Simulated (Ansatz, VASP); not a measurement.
## Ge: VASP beside Ansatz

```xyz
2
Lattice="-2.6131 2.6131 1.3765 2.6131 -2.6131 1.3765 2.6131 2.6131 -1.3765" Properties=species:S:1:pos:R:3 pbc="T T T"
Ge    2.6131    0.0000    0.6882
Ge    0.0000    0.0000    1.3765
```

Change from the starting cell: strain +0.015 along x and y, -0.015 along z, atoms carried along.

Alike in both runs: task single point; functional r2SCAN; k mesh 20 × 20 × 20; occupations gaussian, width 0.15 eV; no spin polarisation.

```csv
,VASP,Ansatz
version,VASP 6.6.1,Ansatz 0.2.0
potentials or method,"VASP PAW PBE potentials, release 64 (Ge_d), cutoff 520 eV","scalar-relativistic, plane waves, PAW"
valence electrons in the cell,28,28
```

VASP gave:

| Item | Value |
| --- | --- |
| gap on the k mesh at the Fermi level (eV) | none |
| pressure (GPa) | -0.6 |
| traceless stress, the component that is largest in VASP (GPa) | 2.32 |

Problem. What did Ansatz give for the same quantities?

Solution. gap on the k mesh at the Fermi level (eV): none; pressure (GPa): -0.5; traceless stress, the component that is largest in VASP (GPa): 2.36.

VASP's potentials were made for PBE, not for r2SCAN. A gap of «none» marks a metal or a gap that the smearing closes.
